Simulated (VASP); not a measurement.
Write the native input for VASP 6.6.1 that does the following.

| Quantity | Value |
| --- | --- |
| Task | electric field gradients |
| Functional | LDA |
| Potentials or basis | VASP PAW LDA potentials, release 64 (Mg, F) |
| Cutoff | 520 eV |
| k mesh | 5 × 5 × 7 |
| Occupations | fermi-dirac, width 0.02 eV |
| Spin | no spin polarisation |
| Dipole correction | no |
| Further INCAR settings | ALGO = Normal; EDIFF = 1e-08; NBANDS = 25 |

The structure of MgF2 lies in POSCAR:

```
MgF2
1.0
    4.6366532689      0.0000000000      0.0000000000
    0.0000000000      4.6366532689      0.0000000000
    0.0000000000      0.0000000000      3.0259196749
Mg F
2 4
Direct
    0.0000000000      0.0000000000      0.0000000000
    0.5000000000      0.5000000000      0.5000000000
    0.3028000000      0.3028000000      0.0000000000
    0.1972000000      0.8028000000      0.5000000000
    0.6972000000      0.6972000000      0.0000000000
    0.8028000000      0.1972000000      0.5000000000
```

This cell differs from its parent crystal: volume scaled by 1.01.

One way to write it, as run:

INCAR

```
SYSTEM = MgF2
PREC     = Accurate       ! precision mode
ENCUT    = 520            ! plane-wave cutoff, eV
EDIFF    = 1E-8           ! SCF threshold, eV
ISMEAR   = -1             ! smearing method
SIGMA    = 0.02           ! smearing width, eV
LREAL    = .False.        ! projectors in reciprocal space
LASPH    = .True.         ! aspherical terms in the spheres
NELM     = 120            ! most SCF steps
ALGO     = Normal         ! electronic algorithm
ISIF     = 2              ! what is computed and relaxed
LWAVE    = .False.        ! write WAVECAR
LCHARG   = .False.        ! write CHGCAR
GGA      = CA             ! functional
LEFG     = .True.       
NBANDS   = 25             ! bands
GGA_COMPAT= .False.
```

KPOINTS

```
Automatic mesh
0
Gamma
  5 5 7
  0 0 0
```

Potentials or basis: VASP PAW LDA potentials, release 64 (Mg, F).

Run with:

```console
$ cat potpaw_LDA.64/Mg/POTCAR potpaw_LDA.64/F/POTCAR > POTCAR
$ mpirun -np 1 vasp_std > vasp.out
```

It gave:

The pressure is -5.8 GPa and the largest force is 0.036 eV/Å. The band gap on the k mesh is 6.79 eV, direct.

Caveat: without QUAD_EFG the Cq values of the log hold for a quadrupole moment of 1 mb, not for the nuclei.

It took 16 s on 1 thread of AMD EPYC 9R45 96-Core Processor (Zen 5) (shared host), peak memory 0.14 GiB.
